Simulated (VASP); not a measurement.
Write the native input for VASP 6.6.1 that does the following.

- Task: relaxation of cell and atoms
- Functional: PBE
- Potentials or basis: VASP PAW PBE potentials, release 64 (Ti_sv, In_d, Se)
- Cutoff: 600 eV
- k mesh: 8 × 8 × 8
- Occupations: gaussian, width 0.1 eV
- Spin: no spin polarisation
- Dipole correction: no
- Further INCAR settings: ALGO = Normal; EDIFF = 1e-06; IBRION = 2; EDIFFG = -0.01; NSW = 100; ISIF = 3

The structure of TiInSe3 lies in POSCAR:

```
TiInSe3
1.0
    5.0202294873      0.0000000000      0.0000000000
    0.0000000000      5.0202294873      0.0000000000
    0.0000000000      0.0000000000      5.0202294873
Ti In Se
1 1 3
Direct
    0.5000000000      0.5000000000      0.5000000000
    0.0000000000      0.0000000000      0.0000000000
    0.0000000000      0.5000000000      0.5000000000
    0.5000000000      0.5000000000      0.0000000000
    0.5000000000      0.0000000000      0.5000000000
```

The cell was generated, and may not be a known phase.

These files were run (other wordings do the same):

INCAR

```
PREC = Accurate
ENCUT = 600
EDIFF = 1E-6
ISMEAR = 0
SIGMA = 0.1
LREAL = False
LASPH = True
NELM = 80
ALGO = Normal
ISIF = 3
LWAVE = False
LCHARG = False
GGA = PE
IBRION = 2
NSW = 100
EDIFFG = -0.01
```

KPOINTS

```
Automatic mesh
0
Gamma
  8 8 8
```

Potentials or basis: VASP PAW PBE potentials, release 64 (Ti_sv, In_d, Se).

Command:

```bash
$ cat potpaw_PBE.64/Ti_sv/POTCAR potpaw_PBE.64/In_d/POTCAR potpaw_PBE.64/Se/POTCAR > POTCAR
$ mpirun -np 1 vasp_std > vasp.out
```

It gave:

```yaml
Relaxed_volume: 25.41 Å³/atom
Relaxed_cell: a = 5.027 Å, b = 5.027 Å, c = 5.027 Å, α = 90.00°, β = 90.00°, γ = 90.00°
Space_group_after_relaxing_to_0.1_Å: Pm-3m (No. 221)
Energy_gained_by_relaxing: 0.0 meV/atom
Ionic_steps: 2
Pressure_after_relaxing: 0.0 GPa
Band_gap_on_the_k_mesh: zero (an odd number of electrons rules out a gap without spin polarisation)
```

Caveat: spin-orbit coupling is left out, which moves the levels of the heavy elements; an odd number of electrons without spin polarisation forces a metal; a magnetic or distorted state may lie lower.

It took 4.3 min on 1 thread of AMD EPYC 7R43 64-Core Processor (Zen 3), with other jobs on the host, peak memory 0.32 GiB.
